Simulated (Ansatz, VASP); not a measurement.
# One calculation of Re, two programs

```
Re
1.0
     0.00000    2.14553    1.67352
     2.14553    0.00000    1.67352
     2.14553    2.14553    0.00000
Re
1
Direct
  0.00000 0.00000 0.00000
```

Alike in both runs: task single point; functional PBEsol; k mesh 22 × 22 × 22; occupations gaussian, width 0.15 eV; no spin polarisation.

|  | VASP | Ansatz |
| --- | --- | --- |
| version | VASP 6.6.1 | Ansatz 0.2.0 |
| potentials or method | VASP PAW PBE potentials, release 64 (Re), cutoff 520 eV | scalar-relativistic, plane waves, PAW |
| valence electrons in the cell | 7 | 15 |

|  | VASP | Ansatz | Ansatz less VASP |
| --- | --- | --- | --- |
| gap on the k mesh at the Fermi level (eV) | none | none | - |
| pressure (GPa) | -16.3 | -16.0 | +0.33 |
| traceless stress, the component that is largest in VASP (GPa) | 6.11 | 5.54 | -0.567 |

VASP's potentials were made for PBE, not for PBEsol. A gap of «none» marks a metal or a gap that the smearing closes. VASP's potentials hold 7 valence electrons a cell and Ansatz's 15, so a difference there can come from the potentials and not from the codes.

Neither program's run includes spin-orbit coupling.
